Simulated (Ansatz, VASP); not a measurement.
# V: VASP beside Ansatz

File INCAR:

```
  ALGO = Normal
  EDIFF = 1E-6
  ENCUT = 520
  GGA = PS
  ISIF = 2
  ISMEAR = -1
  LASPH = True
  LCHARG = False
  LREAL = False
  LWAVE = False
  NBANDS = 20
  NELM = 80
  PREC = Accurate
  SIGMA = 0.05
```

KPOINTS

```
k-points
0
Gamma
  10 10 10
```

The input POSCAR:

```
V
1.0
    0.0000000000      2.5635698487      2.5635698487
    2.5635698487      0.0000000000      2.5635698487
    2.5635698487      2.5635698487      0.0000000000
V
2
Direct
   -0.1925000000     -0.1025000000     -0.1025000000
    0.1925000000      0.1025000000      0.1025000000
```

Input for Ansatz:

```yaml
crystal:
  lattice:
    - [0.0, 2.5635698487, 2.5635698487]
    - [2.5635698487, 0.0, 2.5635698487]
    - [2.5635698487, 2.5635698487, 0.0]
  atoms:
    - { symbol: V, position: [-0.1925, -0.1025, -0.1025] }
    - { symbol: V, position: [0.1925, 0.1025, 0.1025] }
kpoints:
  mp_grid: { grid: [10, 10, 10] }
scf:
  occupations: { method: fermi_dirac, width: 0.05 }
hamiltonian:
  xc: pbesol
  pseudopotentials: { kind: paw }
output:
  forces: true
  stress: true
  eigenvalues: true
  populations: true
```

Change from the starting cell: shortest bond scaled by 0.82, PAW files.

Alike in both runs: task single point; functional PBEsol; k mesh 10 × 10 × 10; occupations fermi-dirac, width 0.05 eV; no spin polarisation.

```csv
,VASP,Ansatz
version,VASP 6.6.1,Ansatz 0.2.0
potentials or method,"VASP PAW PBE potentials, release 64 (V_sv)","PAW with Ansatz's default frozen-core files, scalar-relativistic"
plane-wave cutoff (eV),520,420
valence electrons in the cell,26,26
```

VASP gave:

- pressure (GPa): 11.6
- traceless stress, the component that is largest in VASP (GPa): -16.23
- rms of the force components (eV/Å): 0.438

**Question.** Estimate Ansatz's values.

**Answer.** Pressure (GPa): 5.9; traceless stress, the component that is largest in VASP (GPa): -10.12; rms of the force components (eV/Å): 0.778.

VASP's potentials were made for PBE, not for PBEsol. Atom by atom the forces differ by 1.216 eV/Å (rms over components). One of these differences is far larger than is usual between the two programs; its cause wasn't traced. With one functional, cell and mesh, what is left measures potentials, basis and numerics.
